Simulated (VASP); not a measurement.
Write the native input for VASP 6.6.1 that does the following.

```yaml
Task: electric field gradients
Functional: PBE
Potentials_or_basis: VASP PAW PBE potentials, release 64 (Nb_sv, Ag, Se, O)
Cutoff: 520 eV
k_mesh: 4 × 4 × 3
Occupations: tetrahedron
Spin: no spin polarisation
Dipole_correction: no
Further_INCAR_settings: LREAL = Auto; ALGO = Normal; EDIFF = 1e-08; NBANDS = 95
```

The structure of NbAgSe2O7 lies in POSCAR:

```
NbAgSe2O7
1.0
    5.4065000000     -3.8960000000      0.0000000000
    5.4065000000      3.8960000000      0.0000000000
    0.0000000000      0.0000000000      7.3630000000
Nb Ag Se O
2 2 4 14
Direct
    0.0000000000      0.0000000000      0.5000000000
    0.0000000000      0.0000000000      0.0000000000
    0.5000000000      0.5000000000      0.0000000000
    0.5000000000      0.5000000000      0.5000000000
    0.5240530100      0.0533963506      0.2500000000
    0.4759469900      0.9466036494      0.7500000000
    0.0533963506      0.5240530100      0.7500000000
    0.9466036494      0.4759469900      0.2500000000
    0.3939070772      0.3152791572      0.2500000000
    0.6060929228      0.6847208428      0.7500000000
    0.3152791572      0.3939070772      0.7500000000
    0.6847208428      0.6060929228      0.2500000000
    0.6976266676      0.0398343613      0.4352599855
    0.3023733324      0.9601656387      0.9352599855
    0.0398343613      0.6976266676      0.5647400145
    0.9601656387      0.3023733324      0.0647400145
    0.3023733324      0.9601656387      0.5647400145
    0.6976266676      0.0398343613      0.0647400145
    0.9601656387      0.3023733324      0.4352599855
    0.0398343613      0.6976266676      0.9352599855
    0.9201964471      0.0798035529      0.7500000000
    0.0798035529      0.9201964471      0.2500000000
```

The input as run:

INCAR

```
SYSTEM = NbAgSe2O7
  PREC = Accurate
  ENCUT = 520
  EDIFF = 1E-8
  ISMEAR = -5
  SIGMA = 0.1
  LREAL = Auto
  LASPH = .True.
  NELM = 100
  ALGO = Normal
  ISIF = 2
  LWAVE = .False.
  LCHARG = .False.
  GGA = PE
  LEFG = .True.
  NBANDS = 95
```

KPOINTS

```
Automatic mesh
0
Gamma
  4 4 3
  0 0 0
```

Potentials or basis: VASP PAW PBE potentials, release 64 (Nb_sv, Ag, Se, O).

The run is started by

```sh
$ cat potpaw_PBE.64/Nb_sv/POTCAR potpaw_PBE.64/Ag/POTCAR potpaw_PBE.64/Se/POTCAR potpaw_PBE.64/O/POTCAR > POTCAR
$ mpirun -np 1 vasp_std > vasp.out
```

Results of the run:

```yaml
Pressure: 2.6 GPa
Largest_force: 0.268 eV/Å
Band_gap_on_the_k_mesh: 1.55 eV
Largest_electric_field_gradient_by_atom: Nb -116.9; Ag +105.5; Se -340.2; O +126.5, +125.1, -14.4 (each value once) V/Å²
```

Caveat: without QUAD_EFG the Cq values of the log hold for a quadrupole moment of 1 mb, not for the nuclei.

Run time: 15 min on 1 thread of Intel(R) Xeon(R) Platinum 8259CL CPU @ 2.50GHz (Skylake/Cascade Lake) (shared host), peak memory 0.53 GiB.
